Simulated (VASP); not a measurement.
Re:

```
Re
1.0
     3.00424    0.00000    0.00000
    -1.50212    2.60175    0.00000
     0.00000    0.00000    8.25862
Re
4
Direct
  0.00000 0.00000 0.00000
  0.00000 0.00000 0.50000
  0.33333 0.66667 0.00500
  0.66667 0.33333 0.50500
```

- Program: VASP 6.6.1
- Task: relaxation of cell and atoms
- Functional: PBE
- Potentials or basis: VASP PAW PBE potentials, release 64 (Re)
- Cutoff: 600 eV
- k mesh: 6 × 6 × 2
- Occupations: gaussian, width 0.1 eV
- Spin: no spin polarisation

At the start: pressure 281.2 GPa; volume 16.14 Å³/atom.

Problem. How do energy, volume and symmetry change on relaxing?

Solution. Over 44 steps the energy falls by 13321.9 meV/atom and the volume is 17.57 Å³/atom (+8.9 %); space group P6_3mc (No. 186, to 0.05 Å).

Step by step:
```
step  energy change (eV)  largest force (eV/Å)  pressure (GPa)  volume (Å³)
   1              0.0000                6.1843          281.24        64.55
   3            -30.2349                0.2778          -20.87       210.26
   5            -44.7122                1.9694            0.25       114.57
   7            -44.7588                1.7602           -3.40       117.36
   9            -45.6838                1.6695           -3.23       108.60
  11            -19.2362                0.2194          355.63        43.82
  13            -49.2230                1.3601           15.29        76.33
  15            -49.6370                1.7112           26.02        71.56
  17            -49.7612                2.0672           37.09        68.23
  19            -50.3534                2.1826           36.77        67.33
  21            -50.3861                1.9469           38.09        66.79
  23            -51.3400                1.5524           13.29        71.71
  25            -51.6060                1.3052           -4.62        76.67
  27            -51.9948                1.4609           -5.41        76.70
  29            -52.6557                1.2036           -5.31        75.86
  31            -52.9145                0.5425            5.13        70.61
  33            -53.1264                0.0621           -9.92        73.41
  35            -53.2557                0.0088           -5.80        71.89
  37            -53.2569                0.0245           -5.38        71.77
  39            -53.2868                0.0616           -0.41        70.41
  41            -53.2869                0.0683           -0.06        70.31
  43            -53.2874                0.0442           -0.06        70.30
  44            -53.2878                0.0114           -0.08        70.28
```

Final structure:
```xyz
4
Lattice="3.9751 0.0000 0.0000 -1.9875 3.4425 0.0000 0.0000 0.0000 5.1358" Properties=species:S:1:pos:R:3 pbc="T T T"
Re    0.0000    0.0000    4.5658
Re    0.0000    0.0000    1.9979
Re    0.0000    2.2950    0.5957
Re    1.9875    1.1475    3.1636
```

Caveat: the k points lie up to 0.61 Å⁻¹ apart in the final cell.
